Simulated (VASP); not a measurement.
# WC (Fm-3m) in VASP: further runs

The runs below take WC through single point, with LDA.

All numbers are computed with VASP 6.6.1; they aren't measurements. Logs are shortened: lines on timing, memory, paths and dates and some standing lists are left out, and cuts for length are marked.

### 1 The cell of the first run

The structure is cubic, space group Fm-3m (No. 225). Conventional cell: a = 4.385 Å, b = 4.385 Å, c = 4.385 Å, α = 90.00°, β = 90.00°, γ = 90.00°. W (site symmetry m-3m) has 6 C at 2.19 Å within 2.9 Å. Within 2.9 Å of C (site symmetry m-3m) lie 6 W at 2.19 Å.

### 2 Single point, LDA

INCAR reads:

```
SYSTEM = WC
  PREC = Accurate
  ENCUT = 520
  EDIFF = 1E-6
  ISMEAR = -1
  SIGMA = 0.1
  LREAL = .False.
  LASPH = .True.
  NELM = 80
  ALGO = Normal
  ISIF = 2
  LWAVE = .False.
  LCHARG = .True.
  GGA = CA
  LELF = .True.
  LVHAR = .True.
  NBANDS = 16
```

KPOINTS reads:

```
Automatic mesh
0
Gamma
  11 11 11
  0 0 0
```

POSCAR reads:

```
WC
1.0
    0.0000000000      2.1926840000      2.1926840000
    2.1926840000      0.0000000000      2.1926840000
    2.1926840000      2.1926840000      0.0000000000
W C
1 1
Direct
    0.0000000000      0.0000000000      0.0000000000
    0.5000000000      0.5000000000      0.5000000000
```

Potentials or basis: VASP PAW LDA potentials, release 64 (W_sv, C).

On the command line:

```bash
> cat potpaw_LDA.64/W_sv/POTCAR potpaw_LDA.64/C/POTCAR > POTCAR
> mpirun -np 1 vasp_std > vasp.out
```

OUTCAR:

```text
SYSTEM = WC
   PREC = Accurate
   ENCUT = 520
   EDIFF = 1E-6
   ISMEAR = -1
   LREAL = .False.
   LASPH = .True.
   NELM = 80
   ISIF = 2
   GGA = CA

 ion  position               nearest neighbor table
   1  0.000  0.000  0.000-   2 2.19   2 2.19   2 2.19   2 2.19   2 2.19   2 2.19
   2  0.500  0.500  0.500-   1 2.19   1 2.19   1 2.19   1 2.19   1 2.19   1 2.19

  LATTYP: Found a face centered cubic cell.
 ALAT       =     4.3853680000

  Lattice vectors:

 A1 = (   0.0000000000,   2.1926840000,   2.1926840000)
 A2 = (   2.1926840000,   0.0000000000,   2.1926840000)
 A3 = (   2.1926840000,   2.1926840000,   0.0000000000)

Analysis of symmetry for initial positions (statically):
=====================================================================
 Subroutine PRICEL returns:
 Original cell was already a primitive cell.

 Routine SETGRP: Setting up the symmetry group for a
 face centered cubic supercell.

 Subroutine GETGRP returns: Found 48 space group operations
[... 9 lines left out ...]

 Routine SETGRP: Setting up the symmetry group for a
 face centered cubic supercell.

 Subroutine GETGRP returns: Found 48 space group operations
[... 11 lines left out ...]
                                     Primitive cell

  volume of cell :      21.0842

  direct lattice vectors                    reciprocal lattice vectors
     0.000000000  2.192684000  2.192684000    -0.228031034  0.228031034  0.228031034
     2.192684000  0.000000000  2.192684000     0.228031034 -0.228031034  0.228031034
     2.192684000  2.192684000  0.000000000     0.228031034  0.228031034 -0.228031034

  length of vectors
     3.100923451  3.100923451  3.100923451     0.394961337  0.394961337  0.394961337

  position of ions in fractional coordinates (direct lattice)
     0.000000000  0.000000000  0.000000000
     0.500000000  0.500000000  0.500000000

  ion indices of the primitive-cell ions
   primitive index   ion index
                 1           1
                 2           2

----------------------------------------------------------------------------------------

 KPOINTS: Automatic mesh

Automatic generation of k-mesh.
 Grid dimensions read from file:
 generate k-points for:   11   11   11

 Generating k-lattice:

  Cartesian coordinates                     Fractional coordinates (reciprocal lattice)
    -0.020730094  0.020730094  0.020730094     0.090909091  0.000000000  0.000000000
[... 48 lines left out ...]
   NGXF,Y,Z  is equivalent  to a cutoff of  25.73, 25.73, 25.73 a.u.
 SYSTEM =  WC
   PREC   = accura    normal or accurate (medium, high low for compatibility)
   ISTART =      0    job   : 0-new  1-cont  2-samecut
   ICHARG =      2    charge: 1-file 2-atom 10-const
   ISPIN  =      1    spin polarized calculation?
   LNONCOLLINEAR =      F non collinear calculations
   LSORBIT =      F    spin-orbit coupling
   LASPH  =      T    aspherical Exc in radial PAW
   ENCUT  =  520.0 eV  38.22 Ry    6.18 a.u.   5.77  5.77  5.77*2*pi/ulx,y,z
   NELM   =     80;   NELMIN=  2; NELMDL= -5     # of ELM steps
   EDIFF  = 0.1E-05   stopping-criterion for ELM
   LREAL  =      F    real-space projection
   EDIFFG = 0.1E-04   stopping-criterion for IOM
   NSW    =      0    number of steps for IOM
   IBRION =     -1    ionic relax: 0-MD 1-quasi-New 2-CG
   NFREE  =      0    steps in history (QN), initial steepest desc. (CG)
   ISIF   =      2    stress and relaxation
   ISYM   =      2    0-nonsym 1-usesym 2-fastsym
   POTIM  = 0.5000    time-step for ionic-motion
   TEBEG  =    0.0;   TEEND  =   0.0 temperature during run
   PSTRESS=    0.0 pullay stress
   NELECT =      18.0000    total number of electrons
   NUPDOWN=      -1.0000    fix difference up-down
   EMIN   =  10.00;   EMAX   =-10.00  energy-range for DOS
   EFERMI =   0.00;   METHOD = LEGACY
   ISMEAR =    -1;   SIGMA  =   0.10  broadening in eV -4-tet -1-fermi 0-gaus
   EFERMI_NEDOS =   21; number of points for ismear=-14 and -15
   IALGO  =     38    algorithm
   IMIX   =      4    mixing-type and parameters
     AMIX     =   0.40;   BMIX     =  1.00
     AMIX_MAG =   1.60;   BMIX_MAG =  1.00
  volume/ion in A,a.u.               =      10.54        71.14
  Fermi-wavevector in a.u.,A,eV,Ry     =   1.553029  2.934800 32.815887  2.411900
  Thomas-Fermi vector in A             =   2.657319
   LORBIT       =      0    0 simple, 1 ext, 2 COOP (PROOUT), +10 PAW based schemes
   GGA     = CA    functional components
   LHFCALC =     F    Hartree Fock is set to
   AEXX    =    0.0000 exact exchange contribution
   IVDW    =     0    specifies the selected vdW correction
   LEPSILON=     F    determine dielectric tensor
   LRPA    =     F    only Hartree local field effects (RPA)
 non-spin polarized calculation
  energy-cutoff  :      520.00
  volume of cell :       21.08
 maximum number of plane-waves:       578
   NGX = 11   NGY = 11   NGZ = 11

 number of electron      18.0000001 magnetization

 Free energy of the ion-electron system (eV)
  ---------------------------------------------------
  ext. energy  EPLUGINS =         0.00000000
  ---------------------------------------------------
  free energy    TOTEN  =       -23.78327968 eV

  energy without entropy =      -23.74185283  energy(sigma->0) =      -23.76256625

 E-fermi :  12.2689     XC(G=0): -13.8946

 val. band max:       12.2663308365   @ k =  -0.2727   0.4545   0.1818
 cond. band min:      12.2921377626   @ k =   0.4545   0.0909   0.0000
 fundamental gap:      0.0258069261
 Fermi energy:        12.2689401822

 k-point     1 :       0.0000    0.0000    0.0000
  band No.  band energies     occupation
      1     -62.6752      2.00000
      2     -26.9272      2.00000
      3     -26.9272      2.00000
      4     -26.9272      2.00000
      5      -3.3297      2.00000
      6       9.5247      2.00000
[... 433 lines left out ...]
      3     -27.0624      2.00000
      4     -26.9567      2.00000
      5      -1.1832      2.00000
      6       5.4694      2.00000
[... 8 lines left out ...]
     15      25.1095      0.00000
     16      25.9565      0.00000

 [... further k-points ...]
[... 5 lines left out ...]
  --------------------------------------------------------------------------------------
  -------------------------------------------------------------------------------------
  Total       -1.7914277     -1.7914277     -1.7914277      0.0000000     -0.0000000      0.0000000
  in kB     -136.1293332   -136.1293332   -136.1293332      0.0000000     -0.0000000      0.0000000
  external PRESSURE =    -136.1293332 kB  Pullay stress =       0.0000000 kB

 VOLUME and BASIS-vectors are now :
 -----------------------------------------------------------------------------
  energy-cutoff  :      520.00
  volume of cell :       21.08
      direct lattice vectors                 reciprocal lattice vectors
     0.000000000  2.192684000  2.192684000    -0.228031034  0.228031034  0.228031034
     2.192684000  0.000000000  2.192684000     0.228031034 -0.228031034  0.228031034
     2.192684000  2.192684000  0.000000000     0.228031034  0.228031034 -0.228031034

 POSITION                                       TOTAL-FORCE (eV/Angst)
 -----------------------------------------------------------------------------------
      0.00000      0.00000      0.00000         0.000000      0.000000      0.000000
      2.19268      2.19268      2.19268        -0.000000     -0.000000     -0.000000
 -----------------------------------------------------------------------------------
    total drift:                                0.000000     -0.000000     -0.000000

  FREE ENERGIE OF THE ION-ELECTRON SYSTEM (eV)
  ---------------------------------------------------
  free  energy   TOTEN  =       -23.7832796796 eV

  energy  without entropy=      -23.7418528264  energy(sigma->0) =      -23.76256625
```

stdout:

```text
POSCAR found type information on POSCAR W C
 POSCAR found :  2 types and       2 ions
 scaLAPACK will be used
 LDA part: xc-table for (Slater(with rela. corr.)+CA(PZ))
 , standard interpolation
 POSCAR, INCAR and KPOINTS ok, starting setup
 FFT: planning ... GRIDC
 FFT: planning ... GRID_SOFT
 FFT: planning ... GRID
 WAVECAR not read
 entering main loop
```

It took 8.8 s on 1 thread of Intel Xeon 6975P-C, shared host; peak memory 0.14 GiB.

Results:

```
Free energy            : -23.7833 eV
Pressure               : -13.6 GPa
Band gap on the k mesh : zero (band 9 reaches 13.19 eV, above the bottom of band 10 at 10.14 eV)
```

Levels at points of the mesh, in eV from the Fermi level:
```
           k point  band 7  band 8  band 9  band 10  band 11  band 12
(0.00, 0.00, 0.00)   -2.74   -2.74   -1.01    -1.01    -1.01    -0.97
```

Caveat: spin-orbit coupling is left out, which moves the levels of the heavy elements.

### 3 Single point, LDA

This run uses another cell than the first one, of 10.82 Å³/atom, 1.027 times its volume.

INCAR reads:

```
PREC = Accurate
ENCUT = 520
EDIFF = 1E-6
ISMEAR = -1
SIGMA = 0.1
LREAL = False
LASPH = True
NELM = 60
ALGO = Normal
ISIF = 2
LWAVE = False
LCHARG = True
LELF = True
LVHAR = True
NBANDS = 16
```

KPOINTS reads:

```
regular mesh
0
Gamma
  11 11 11
```

POSCAR reads:

```
WC
1.0
    0.0000000000      2.2120037972      2.2120037972
    2.2120037972      0.0000000000      2.2120037972
    2.2120037972      2.2120037972      0.0000000000
W C
1 1
Direct
    0.0000000000      0.0000000000      0.0000000000
    0.5000000000      0.5000000000      0.5000000000
```

Potentials or basis: VASP PAW LDA potentials, release 64 (W_sv, C).

On the command line:

```bash
> cat potpaw_LDA.64/W_sv/POTCAR potpaw_LDA.64/C/POTCAR > POTCAR
> mpirun -np 1 vasp_std > vasp.out
```

It took 8.7 s on 1 thread of Intel Xeon 6975P-C, shared host; peak memory 0.14 GiB.

Results (log left out):

* Free energy: -23.7206 eV
* Pressure: -22.1 GPa
* Band gap on the k mesh: zero (band 9 reaches 12.74 eV, above the bottom of band 10 at 9.81 eV)

Levels at points of the mesh, in eV from the Fermi level:
```tsv
k point	band 7	band 8	band 9	band 10	band 11	band 12
(0.00, 0.00, 0.00)	-2.64	-2.64	-0.95	-0.95	-0.95	-0.94
```

Caveat: spin-orbit coupling is left out, which moves the levels of the heavy elements.

### 4 Single point, LDA

This run uses another cell than the first one, of 11.10 Å³/atom, 1.053 times its volume.

INCAR reads:

```
PREC = Accurate
ENCUT = 520
EDIFF = 1E-6
ISMEAR = -1
SIGMA = 0.1
LREAL = F
LASPH = T
NELM = 60
ALGO = Normal
ISIF = 2
LWAVE = F
LCHARG = T
LELF = T
LVHAR = T
NBANDS = 16
```

KPOINTS is that of step 3.

POSCAR reads:

```
WC
1.0
    0.0000000000      2.2309918830      2.2309918830
    2.2309918830      0.0000000000      2.2309918830
    2.2309918830      2.2309918830      0.0000000000
W C
1 1
Direct
    0.0000000000      0.0000000000      0.0000000000
    0.5000000000      0.5000000000      0.5000000000
```

Potentials or basis: VASP PAW LDA potentials, release 64 (W_sv, C).

On the command line:

```bash
> cat potpaw_LDA.64/W_sv/POTCAR potpaw_LDA.64/C/POTCAR > POTCAR
> mpirun -np 1 vasp_std > vasp.out
```

OUTCAR:

```text
PREC = Accurate
   ENCUT = 520
   EDIFF = 1E-6
   ISMEAR = -1
   LREAL = F
   LASPH = T
   NELM = 60
   ISIF = 2

 ion  position               nearest neighbor table
   1  0.000  0.000  0.000-   2 2.23   2 2.23   2 2.23   2 2.23   2 2.23   2 2.23
   2  0.500  0.500  0.500-   1 2.23   1 2.23   1 2.23   1 2.23   1 2.23   1 2.23

  LATTYP: Found a face centered cubic cell.
 ALAT       =     4.4619837660

  Lattice vectors:

 A1 = (   0.0000000000,   2.2309918830,   2.2309918830)
 A2 = (   2.2309918830,   0.0000000000,   2.2309918830)
[... 623 lines left out ...]
      3     -27.8630      2.00000
      4     -27.7772      2.00000
      5      -1.6572      2.00000
      6       4.9976      2.00000
[... 8 lines left out ...]
     15      23.9555      0.00000
     16      24.5560      0.00000

 [... further k-points ...]
[... 5 lines left out ...]
  --------------------------------------------------------------------------------------
  -------------------------------------------------------------------------------------
  Total       -4.0771423     -4.0771423     -4.0771423      0.0000000      0.0000000      0.0000000
  in kB     -294.1321385   -294.1321385   -294.1321385      0.0000000      0.0000000      0.0000000
  external PRESSURE =    -294.1321385 kB  Pullay stress =       0.0000000 kB

 VOLUME and BASIS-vectors are now :
 -----------------------------------------------------------------------------
  energy-cutoff  :      520.00
  volume of cell :       22.21
      direct lattice vectors                 reciprocal lattice vectors
     0.000000000  2.230991883  2.230991883    -0.224115562  0.224115562  0.224115562
     2.230991883  0.000000000  2.230991883     0.224115562 -0.224115562  0.224115562
     2.230991883  2.230991883  0.000000000     0.224115562  0.224115562 -0.224115562

 POSITION                                       TOTAL-FORCE (eV/Angst)
 -----------------------------------------------------------------------------------
      0.00000      0.00000      0.00000         0.000000      0.000000      0.000000
      2.23099      2.23099      2.23099         0.000000      0.000000      0.000000
 -----------------------------------------------------------------------------------
    total drift:                                0.000000     -0.000000     -0.000000

  FREE ENERGIE OF THE ION-ELECTRON SYSTEM (eV)
  ---------------------------------------------------
  free  energy   TOTEN  =       -23.6303438249 eV

  energy  without entropy=      -23.5866007292  energy(sigma->0) =      -23.60847228
```

OSZICAR:

```text
N       E                     dE             d eps       ncg     rms          rms(c)
DAV:   1     0.105340880355E+03    0.10534E+03   -0.94478E+03  1800   0.123E+03
DAV:   2    -0.238399073068E+02   -0.12918E+03   -0.12487E+03  2144   0.328E+02
DAV:   3    -0.271009579431E+02   -0.32611E+01   -0.32475E+01  1952   0.489E+01
DAV:   4    -0.271203263197E+02   -0.19368E-01   -0.19366E-01  2344   0.422E+00
DAV:   5    -0.271204689317E+02   -0.14261E-03   -0.14261E-03  1968   0.356E-01    0.277E+01
DAV:   6    -0.238183546547E+02    0.33021E+01   -0.90200E+00  2224   0.275E+01    0.653E+00
DAV:   7    -0.236698177159E+02    0.14854E+00   -0.67392E-01  1912   0.644E+00    0.576E+00
DAV:   8    -0.236328626723E+02    0.36955E-01   -0.12115E-01  2008   0.274E+00    0.126E+00
DAV:   9    -0.236305423030E+02    0.23204E-02   -0.47315E-03  1856   0.662E-01    0.137E-01
DAV:  10    -0.236303441146E+02    0.19819E-03   -0.52989E-04  2216   0.246E-01    0.323E-02
DAV:  11    -0.236303446233E+02   -0.50869E-06   -0.20593E-05  2072   0.412E-02    0.240E-02
DAV:  12    -0.236303438249E+02    0.79841E-06   -0.24635E-06  2008   0.106E-02
   1 F= -.23630344E+02 E0= -.23608472E+02  d E =-.437431E-01
```

Run time: 8.7 s. Hardware: 1 thread of Intel Xeon 6975P-C, shared host; peak memory 0.14 GiB.

What came out:

```yaml
Free_energy: -23.6303 eV
Pressure: -29.4 GPa
Band_gap_on_the_k_mesh: zero (band 9 reaches 12.31 eV, above the bottom of band 10 at 9.49 eV)
```

Caveat: spin-orbit coupling is left out, which moves the levels of the heavy elements.

### 5 Single point, LDA

This run uses another cell than the first one, of 11.39 Å³/atom, 1.080 times its volume.

INCAR reads:

```
ALGO     = Normal         # electronic algorithm
EDIFF    = 1E-7           # SCF threshold, eV
ENCUT    = 520            # plane-wave cutoff, eV
GGA      = CA             # functional
ISIF     = 2              # what is computed and relaxed
ISMEAR   = -1             # smearing method
LASPH    = True           # aspherical terms in the spheres
LCHARG   = False          # write CHGCAR
LREAL    = False          # projectors in reciprocal space
LWAVE    = False          # write WAVECAR
NBANDS   = 16             # bands
NELM     = 100            # most SCF steps
PREC     = Accurate       # precision mode
SIGMA    = 0.1            # smearing width, eV
```

KPOINTS reads:

```
k-points
0
Gamma
  11 11 11
```

POSCAR reads:

```
WC
1.0
    0.0000000000      2.2496621392      2.2496621392
    2.2496621392      0.0000000000      2.2496621392
    2.2496621392      2.2496621392      0.0000000000
W C
1 1
Direct
    0.0000000000      0.0000000000      0.0000000000
    0.5000000000      0.5000000000      0.5000000000
```

On the command line:

```bash
> cat potpaw_LDA.64/W_sv/POTCAR potpaw_LDA.64/C/POTCAR > POTCAR
> mpirun -np 1 vasp_std > vasp.out
```

Wall time 9.3 s (1 thread of Intel Xeon 6975P-C, shared host); peak memory 0.14 GiB.

The run converged. Its results:

```yaml
Free_energy: -23.5162 eV
Pressure: -35.7 GPa
Band_gap_on_the_k_mesh: zero (band 9 reaches 11.89 eV, above the bottom of band 10 at 9.19 eV)
```

Levels at points of the mesh, in eV from the Fermi level:
| k point | band 7 | band 8 | band 9 | band 10 | band 11 | band 12 |
| --- | --- | --- | --- | --- | --- | --- |
| (0.00, 0.00, 0.00) | -2.46 | -2.46 | -0.89 | -0.89 | -0.85 | -0.85 |

Caveat: spin-orbit coupling is left out, which moves the levels of the heavy elements.

### 6 The runs side by side

| cell | gap on the mesh (eV) | pressure (GPa) |
| --- | --- | --- |
| a = 3.101 Å, angles 60.0°, 2 atoms | none | -13.6 |
| a = 3.128 Å, angles 60.0°, 2 atoms | none | -22.1 |
| a = 3.155 Å, angles 60.0°, 2 atoms | none | -29.4 |
| a = 3.182 Å, angles 60.0°, 2 atoms | none | -35.7 |

Alike in all rows: task single point; level LDA; potentials or basis VASP PAW LDA potentials, release 64 (W_sv, C); no spin polarisation; k mesh 11 × 11 × 11; cutoff (eV) 520; smearing fermi-dirac 0.1 eV.

Caveats: spin-orbit coupling is left out, which moves the levels of the heavy elements.

Absolute energies hang on the potentials; compare differences alone.
